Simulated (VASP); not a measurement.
Crystal: Tl2Te2O.

```
Tl Te O
1.0
     3.75928    0.00000    0.00000
    -1.87964    3.25564    0.00000
     0.00000    0.00000   10.11297
Tl Te O
2 2 1
Direct
  0.66667 0.33333 0.13944
  0.33333 0.66667 0.86056
  0.33333 0.66667 0.39408
  0.66667 0.33333 0.60592
  0.00000 0.00000 0.00000
```

- Program: VASP 6.6.1
- Task: relaxation of cell and atoms
- Functional: PBE
- Dispersion: D3(BJ)
- Potentials or basis: VASP PAW PBE potentials, release 64 (Tl_d, Te, O)
- Cutoff: 600 eV
- k mesh: 12 × 12 × 4
- Occupations: gaussian, width 0.1 eV
- Spin: no spin polarisation

At the start: pressure -0.0 GPa; volume 24.75 Å³/atom.

How do energy, volume and symmetry change on relaxing?

Over 18 steps the energy falls by 7.0 meV/atom and the volume is 25.29 Å³/atom (+2.2 %); space group P-3m1 (No. 164, to 0.1 Å) before and after.

The path:
| step | energy change (eV) | largest force (eV/Å) | pressure (GPa) | volume (Å³) |
| --- | --- | --- | --- | --- |
| 1 | 0.0000 | 0.0725 | -0.02 | 123.77 |
| 2 | -0.0054 | 0.0855 | 0.02 | 123.71 |
| 3 | -0.0172 | 0.1282 | 0.16 | 123.47 |
| 4 | -0.0225 | 0.2004 | 0.53 | 122.85 |
| 5 | -0.0268 | 0.1909 | 0.28 | 123.73 |
| 6 | -0.0299 | 0.1720 | -0.03 | 124.96 |
| 7 | -0.0302 | 0.1632 | -0.16 | 125.44 |
| 8 | -0.0333 | 0.0436 | 0.13 | 125.42 |
| 9 | -0.0335 | 0.0374 | 0.21 | 125.41 |
| 10 | -0.0344 | 0.0387 | 0.05 | 125.98 |
| 11 | -0.0346 | 0.0391 | -0.05 | 126.39 |
| 12 | -0.0346 | 0.0387 | -0.07 | 126.47 |
| 13 | -0.0349 | 0.0230 | -0.01 | 126.41 |
| 14 | -0.0349 | 0.0255 | 0.01 | 126.39 |
| 15 | -0.0349 | 0.0306 | 0.05 | 126.35 |
| 16 | -0.0349 | 0.0280 | 0.02 | 126.37 |
| 17 | -0.0349 | 0.0295 | 0.04 | 126.36 |
| 18 | -0.0350 | 0.0094 | -0.02 | 126.47 |

Final structure:
```yaml
crystal:
  lattice:
    - [3.66441, 0.00000, 0.00000]
    - [-1.83220, 3.17347, 0.00000]
    - [0.00000, 0.00000, 10.87516]
  atoms:
    - { symbol: Tl, position: [0.66667, 0.33333, 0.13501] }
    - { symbol: Tl, position: [0.33333, 0.66667, 0.86499] }
    - { symbol: Te, position: [0.33333, 0.66667, 0.40172] }
    - { symbol: Te, position: [0.66667, 0.33333, 0.59828] }
    - { symbol: O, position: [0.00000, 0.00000, 0.00000] }
```
